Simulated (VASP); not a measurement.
# RbAg4 (P1) in VASP: single point with PBE

Aim: the single point of RbAg4 with PBE.

Program: VASP 6.6.1. These are calculated values, not measurements. Logs are shortened: lines on timing, memory, paths and dates and some standing lists are left out, and cuts for length are marked.

## 1. The cell of the first run

The typed cell holds 5 atoms: a = 5.621 Å, b = 5.638 Å, c = 6.369 Å, α = 88.34°, β = 92.05°, γ = 120.11°.

## 2. Single point, PBE

Contents of INCAR:

```
SYSTEM = RbAg4
PREC = Accurate
ENCUT = 520
EDIFF = 1E-6
ISMEAR = 0
SIGMA = 0.2
LREAL = .False.
LASPH = .True.
NELM = 60
ALGO = Fast
ISIF = 2
LWAVE = .False.
LCHARG = .False.
GGA = PE
NBANDS = 34
```

Contents of KPOINTS:

```
regular mesh
0
Gamma
  6 6 4
  0 0 0
```

Contents of POSCAR:

```
RbAg4
1.0
    5.6200821216     -0.0100301150     -0.0992645488
   -2.8188138733      4.8823005885      0.0807262838
   -0.1153463390      0.0411736297      6.3678637771
Rb Ag
1 4
Direct
   -0.0375877170     -0.2249799540      0.4999304274
    0.5086313001      0.0562270851      1.0011577493
    1.0095937690      0.5536118480      0.0040397774
    0.5101590128      0.5567281387     -0.0021935061
    1.0092036351      0.0584128823     -0.0029344479
```

Potentials or basis: VASP PAW PBE potentials, release 64 (Rb_sv, Ag).

Started as:

```bash
$ cat potpaw_PBE.64/Rb_sv/POTCAR potpaw_PBE.64/Ag/POTCAR > POTCAR
$ mpirun -np 1 vasp_std > vasp.out
```

OUTCAR:

```text
SYSTEM = RbAg4
   PREC = Accurate
   ENCUT = 520
   EDIFF = 1E-6
   ISMEAR = 0
   LREAL = .False.
   LASPH = .True.
   NELM = 60
   ISIF = 2
   GGA = PE

 ion  position               nearest neighbor table
   1  0.962  0.775  0.500-   3 3.46   5 3.50   3 3.50   5 3.53   4 3.84   4 3.90   2 4.10   2 4.19

   2  0.509  0.056  0.001-   3 2.81   5 2.81   5 2.81   3 2.82   4 2.82   4 2.82   1 4.10   1 4.19

   3  0.010  0.554  0.004-   5 2.79   2 2.81   4 2.81   4 2.82   2 2.82   5 2.85   1 3.46   1 3.50

   4  0.510  0.557  0.998-   3 2.81   5 2.81   5 2.81   3 2.82   2 2.82   2 2.82   1 3.84   1 3.90

   5  0.009  0.058  0.997-   3 2.79   4 2.81   2 2.81   4 2.81   2 2.81   3 2.85   1 3.50   1 3.53

  LATTYP: Found a triclinic cell.
 ALAT       =    16.2731348024
 B/A-ratio  =     0.3453657802
 C/A-ratio  =     0.7281069980
 COS(alpha) =     0.0007019816
 COS(beta)  =     0.4758698010
 COS(gamma) =     0.8649851271

  Lattice vectors:

 A1 = (  11.3379649572,   9.6933372023,  -6.5042048559)
 A2 = (   2.8012682483,   4.8722704735,  -0.0185382650)
 A3 = (   8.5542423339,  -4.9335043332,  -6.5478546097)

Analysis of symmetry for initial positions (statically):
=====================================================================
 Subroutine PRICEL returns:
 Original cell was already a primitive cell.

 Routine SETGRP: Setting up the symmetry group for a
 triclinic supercell.

 Subroutine GETGRP returns: Found  1 space group operations
 (whereof  1 operations were pure point group operations)
 out of a pool of  2 trial point group operations.

The static configuration has the point symmetry C_1 .

Analysis of symmetry for dynamics (positions and initial velocities):
=====================================================================
 Subroutine PRICEL returns:
 Original cell was already a primitive cell.

 Routine SETGRP: Setting up the symmetry group for a
 triclinic supercell.

 Subroutine GETGRP returns: Found  1 space group operations
 (whereof  1 operations were pure point group operations)
 out of a pool of  2 trial point group operations.

The dynamic configuration has the point symmetry C_1 .

 Subroutine INISYM returns: Found  1 space group operations
 (whereof  1 operations are pure point group operations),
 and found     1 'primitive' translations

----------------------------------------------------------------------------------------

                                     Primitive cell

  volume of cell :     174.4844

  direct lattice vectors                    reciprocal lattice vectors
     5.620082122 -0.010030115 -0.099264549     0.178162103  0.102820166  0.002562377
    -2.818813873  4.882300588  0.080726284     0.000342629  0.205041109 -0.001319558
    -0.115346339  0.041173630  6.367863777     0.002772911 -0.000996537  0.157095207

  length of vectors
     5.620967631  5.638181216  6.369041461     0.205718952  0.205045642  0.157122838

  position of ions in fractional coordinates (direct lattice)
     0.962412283  0.775020046  0.499930427
     0.508631300  0.056227085  0.001157749
     0.009593769  0.553611848  0.004039777
     0.510159013  0.556728139  0.997806494
     0.009203635  0.058412882  0.997065552

  ion indices of the primitive-cell ions
   primitive index   ion index
                 1           1
                 2           2
                 3           3
                 4           4
                 5           5

----------------------------------------------------------------------------------------

 KPOINTS: regular mesh

Automatic generation of k-mesh.
 Grid dimensions read from file:
 generate k-points for:    6    6    4

 Generating k-lattice:

  Cartesian coordinates                     Fractional coordinates (reciprocal lattice)
     0.029693684  0.017136694  0.000427063     0.166666667 -0.000000000 -0.000000000
     0.000057105  0.034173518 -0.000219926     0.000000000  0.166666667 -0.000000000
     0.000693228 -0.000249134  0.039273802     0.000000000  0.000000000  0.250000000

  Length of vectors
     0.034286492  0.034174274  0.039280709

  Shift w.r.t. Gamma in fractional coordinates (k-lattice)
     0.000000000  0.000000000  0.000000000

 Subroutine IBZKPT returns following result:
 ===========================================

 Found     76 irreducible k-points:

 Following reciprocal coordinates:
            Coordinates               Weight
  0.000000  0.000000  0.000000      1.000000
  0.166667  0.000000  0.000000      2.000000
  0.333333 -0.000000  0.000000      2.000000
  0.500000  0.000000  0.000000      1.000000
 -0.000000  0.166667 -0.000000      2.000000
  0.166667  0.166667 -0.000000      2.000000
[... 16 lines left out ...]
  0.333333  0.000000  0.250000      2.000000
  0.500000  0.000000  0.250000      2.000000
 [... further k-points ...]
   k-points           NKPTS =     76   k-points in BZ     NKDIM =     76   number of bands    NBANDS=     34
   number of dos      NEDOS =    301   number of ions     NIONS =      5
   total plane-waves  NPLWV =  84672
   dimension x,y,z NGX =    42 NGY =   42 NGZ =   48
   dimension x,y,z NGXF=    84 NGYF=   84 NGZF=   96
   ions per type =               1   4
   NGX,Y,Z   is equivalent  to a cutoff of  12.42, 12.38, 12.53 a.u.
   NGXF,Y,Z  is equivalent  to a cutoff of  24.84, 24.77, 25.06 a.u.
 SYSTEM =  RbAg4
   PREC   = accura    normal or accurate (medium, high low for compatibility)
   ISTART =      0    job   : 0-new  1-cont  2-samecut
   ICHARG =      2    charge: 1-file 2-atom 10-const
   ISPIN  =      1    spin polarized calculation?
   LNONCOLLINEAR =      F non collinear calculations
   LSORBIT =      F    spin-orbit coupling
   LASPH  =      T    aspherical Exc in radial PAW
   ENCUT  =  520.0 eV  38.22 Ry    6.18 a.u.  10.45 10.48 11.84*2*pi/ulx,y,z
   NELM   =     60;   NELMIN=  2; NELMDL= -5     # of ELM steps
   EDIFF  = 0.1E-05   stopping-criterion for ELM
   LREAL  =      F    real-space projection
   EDIFFG = 0.1E-04   stopping-criterion for IOM
   NSW    =      0    number of steps for IOM
   IBRION =     -1    ionic relax: 0-MD 1-quasi-New 2-CG
   NFREE  =      0    steps in history (QN), initial steepest desc. (CG)
   ISIF   =      2    stress and relaxation
   ISYM   =      2    0-nonsym 1-usesym 2-fastsym
   POTIM  = 0.5000    time-step for ionic-motion
   TEBEG  =    0.0;   TEEND  =   0.0 temperature during run
   PSTRESS=    0.0 pullay stress
   NELECT =      53.0000    total number of electrons
   NUPDOWN=      -1.0000    fix difference up-down
   EMIN   =  10.00;   EMAX   =-10.00  energy-range for DOS
   EFERMI =   0.00;   METHOD = LEGACY
   ISMEAR =     0;   SIGMA  =   0.20  broadening in eV -4-tet -1-fermi 0-gaus
   EFERMI_NEDOS =   21; number of points for ismear=-14 and -15
   IALGO  =     68    algorithm
   IMIX   =      4    mixing-type and parameters
     AMIX     =   0.40;   BMIX     =  1.00
     AMIX_MAG =   1.60;   BMIX_MAG =  1.00
  volume/ion in A,a.u.               =      34.90       235.50
  Fermi-wavevector in a.u.,A,eV,Ry     =   1.100478  2.079601 16.477354  1.211051
  Thomas-Fermi vector in A             =   2.236890
   LORBIT       =      0    0 simple, 1 ext, 2 COOP (PROOUT), +10 PAW based schemes
   GGA     = PE    functional components
   LHFCALC =     F    Hartree Fock is set to
   AEXX    =    0.0000 exact exchange contribution
   IVDW    =     0    specifies the selected vdW correction
   LEPSILON=     F    determine dielectric tensor
   LRPA    =     F    only Hartree local field effects (RPA)
 non-spin polarized calculation
 RMM-DIIS sequential band-by-band and
 Gauss-broadening in eV      SIGMA  =   0.20
  energy-cutoff  :      520.00
  volume of cell :      174.48
 maximum number of plane-waves:      4725
 NGX is ok and might be reduce to    42
   NGX = 21   NGY = 21   NGZ = 23

 number of electron      53.0000004 magnetization

 Free energy of the ion-electron system (eV)
  ---------------------------------------------------
  ext. energy  EPLUGINS =         0.00000000
  ---------------------------------------------------
  free energy    TOTEN  =       -11.38807565 eV

  energy without entropy =      -11.36380393  energy(sigma->0) =      -11.37593979

 E-fermi :   2.4330     XC(G=0):  -7.8803

 val. band max:        2.4290888124   @ k =   0.0000  -0.1667   0.2500
 cond. band min:       2.4362237691   @ k =  -0.1667   0.3333   0.5000
 fundamental gap:      0.0071349567
 Fermi energy:         2.4329676536

 k-point     1 :       0.0000    0.0000    0.0000
  band No.  band energies     occupation
      1     -25.5689      2.00000
      2      -9.6972      2.00000
      3      -9.6803      2.00000
      4      -9.6422      2.00000
      5      -3.6311      2.00000
      6      -3.3033      2.00000
[... 26 lines left out ...]
     33       6.6541      0.00000
     34       6.6676      0.00000

 k-point     2 :       0.1667    0.0000    0.0000
  band No.  band energies     occupation
      1     -25.5687      2.00000
      2      -9.6986      2.00000
      3      -9.6859      2.00000
      4      -9.6415      2.00000
      5      -3.4428      2.00000
      6      -3.2074      2.00000
[... 26 lines left out ...]
     33       7.0222      0.00000
     34       7.0765      0.00000

 k-point     3 :       0.3333   -0.0000    0.0000
  band No.  band energies     occupation
      1     -25.5685      2.00000
      2      -9.7013      2.00000
      3      -9.6971      2.00000
      4      -9.6400      2.00000
      5      -3.0668      2.00000
      6      -2.9510      2.00000
[... 26 lines left out ...]
     33       6.9592      0.00000
     34       7.7861      0.00000
[... 704 lines left out ...]
 k-point    23 :       0.3333    0.0000    0.2500
  band No.  band energies     occupation
      1     -25.5684      2.00000
      2      -9.6994      2.00000
      3      -9.6967      2.00000
      4      -9.6476      2.00000
      5      -3.0585      2.00000
      6      -2.9481      2.00000
[... 26 lines left out ...]
     33       6.9724      0.00000
     34       8.1690      0.00000

 k-point    24 :       0.5000    0.0000    0.2500
  band No.  band energies     occupation
      1     -25.5683      2.00000
      2      -9.7021      2.00000
      3      -9.7007      2.00000
      4      -9.6463      2.00000
      5      -2.8959      2.00000
      6      -2.7696      2.00000
[... 26 lines left out ...]
     33       7.3443      0.00000
     34       7.6366      0.00000

 [... further k-points ...]

------------------------ aborting loop because EDIFF is reached ----------------------------------------

  FORCE on cell =-STRESS in cart. coord.  units (eV):
  Direction    XX          YY          ZZ          XY          YZ          ZX
  --------------------------------------------------------------------------------------
  -------------------------------------------------------------------------------------
  Total       -0.0872536     -0.0867112     -0.0085481      0.0059664      0.0128293     -0.0319923
  in kB       -0.8011933     -0.7962132     -0.0784918      0.0547859      0.1178035     -0.2937651
  external PRESSURE =      -0.5586328 kB  Pullay stress =       0.0000000 kB

 VOLUME and BASIS-vectors are now :
 -----------------------------------------------------------------------------
  energy-cutoff  :      520.00
  volume of cell :      174.48
      direct lattice vectors                 reciprocal lattice vectors
     5.620082122 -0.010030115 -0.099264549     0.178162103  0.102820166  0.002562377
    -2.818813873  4.882300588  0.080726284     0.000342629  0.205041109 -0.001319558
    -0.115346339  0.041173630  6.367863777     0.002772911 -0.000996537  0.157095207

 POSITION                                       TOTAL-FORCE (eV/Angst)
 -----------------------------------------------------------------------------------
      3.16653      3.79481      3.15052        -0.010645      0.000825      0.003333
      2.69992      0.26946     -0.03858        -0.005120     -0.018164      0.000296
     -1.50708      2.70297      0.06946         0.021907      0.009255      0.000336
      1.18273      2.75408      6.34820        -0.019541     -0.005181     -0.000876
     -0.22794      0.32615      6.35298         0.013399      0.013266     -0.003088
 -----------------------------------------------------------------------------------
    total drift:                                0.000220      0.000611     -0.000008

  FREE ENERGIE OF THE ION-ELECTRON SYSTEM (eV)
  ---------------------------------------------------
  free  energy   TOTEN  =       -11.3880756524 eV

  energy  without entropy=      -11.3638039339  energy(sigma->0) =      -11.37593979
```

It took 14 min on 1 thread of Oxide Virtual Turin-like, shared host; peak memory 0.49 GiB.

Results:

| Property | Result |
| --- | --- |
| Free energy | -11.3881 eV |
| Pressure | -0.1 GPa |
| Largest force | 0.024 eV/Å |
| Band gap on the k mesh | zero (an odd number of electrons rules out a gap without spin polarisation) |

Forces in eV/Å, atoms in the order of the input:
```
Rb  -0.011  0.001  0.003
Ag  -0.005 -0.018  0.000
Ag   0.022  0.009  0.000
Ag  -0.020 -0.005 -0.001
Ag   0.013  0.013 -0.003
```

Levels at points of the mesh, in eV from the Fermi level:
```csv
k point,band 24,band 25,band 26,band 27,band 28,band 29,band 30,band 31
"(0.00, 0.00, 0.00)",-2.36,-2.34,0.62,1.17,1.46,1.56,2.26,3.73
"(0.50, 0.00, 0.00)",-3.19,-3.06,-2.80,1.03,1.24,2.16,2.96,3.62
"(0.00, 0.50, 0.00)",-3.24,-3.01,-2.83,1.06,1.29,1.97,2.97,3.61
"(0.50, 0.50, 0.00)",-3.25,-3.01,-2.83,1.07,1.29,1.96,2.94,3.64
"(0.00, 0.00, 0.50)",-2.36,-2.34,-0.87,1.44,1.62,1.64,3.58,3.63
"(0.50, 0.00, 0.50)",-3.19,-2.79,-2.68,1.10,1.19,1.40,1.48,3.71
"(0.00, 0.50, 0.50)",-3.24,-2.82,-2.65,1.15,1.23,1.41,1.47,3.62
"(0.50, 0.50, 0.50)",-3.25,-2.82,-2.66,1.17,1.23,1.43,1.47,3.61
```
